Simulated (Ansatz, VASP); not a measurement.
## Two plane-wave programs on Ta

```
CELL_PARAMETERS angstrom
-1.65336 1.65336 1.65336
1.65336 -1.65336 1.65336
1.65336 1.65336 -1.65336
ATOMIC_POSITIONS crystal
Ta 0.00000 0.00000 0.00000
```

Alike in both runs: task single point; functional r2SCAN; k mesh 6 × 6 × 6; occupations fermi-dirac, width 0.1 eV; no spin polarisation.

|  | VASP | Ansatz |
| --- | --- | --- |
| version | VASP 6.6.1 | Ansatz 0.2.0 |
| potentials or method | VASP PAW PBE potentials, release 64 (Ta_pv), cutoff 520 eV | plane waves (500 eV) with PAW, scalar-relativistic |
| valence electrons in the cell | 11 | 13 |

|  | VASP | Ansatz | Ansatz less VASP |
| --- | --- | --- | --- |
| pressure (GPa) | 2.9 | 2.3 | -0.63 |

VASP's potentials were made for PBE, not for r2SCAN. VASP's potentials hold 11 valence electrons a cell and Ansatz's 13, so a difference there can come from the potentials and not from the codes.

The k mesh is coarse, so the values compare programs but aren't converged. Spin-orbit coupling is off throughout.
